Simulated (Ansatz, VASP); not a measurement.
Sr3Be: VASP beside Ansatz

```
CELL_PARAMETERS angstrom
-2.27919 2.27919 5.09117
2.27919 -2.27919 5.09117
2.27919 2.27919 -5.09117
ATOMIC_POSITIONS crystal
Sr 0.50000 0.50000 0.00000
Sr 0.25000 0.75000 0.50000
Sr 0.75000 0.25000 0.50000
Be 0.00000 0.00000 0.00000
```

Alike in both runs: task relaxation of cell and atoms; functional PBE; k mesh 6 × 6 × 6; occupations gaussian, width 0.1 eV; no spin polarisation.

|  | VASP | Ansatz |
| --- | --- | --- |
| version | VASP 6.6.1 | Ansatz 0.2.0 |
| potentials or method | VASP PAW PBE potentials, release 64 (Sr_sv, Be), cutoff 600 eV | scalar-relativistic, plane waves, PAW |
| valence electrons in the cell | 32 | 32 |

```csv
,VASP,Ansatz,Ansatz less VASP
"gap on the k mesh at the Fermi level, each at its own relaxed structure (eV)",none,none,-
relaxed volume (Å³/atom),39.38,39.21,-0.168
relaxed length of the cell vector where the two differ most in proportion (Å),6.650,6.738,+0.0878
```

A gap of «none» marks a metal or a gap that the smearing closes.

Noted on VASP's run: the volume moved by over 15 % at a fixed basis, so the end points are rough.
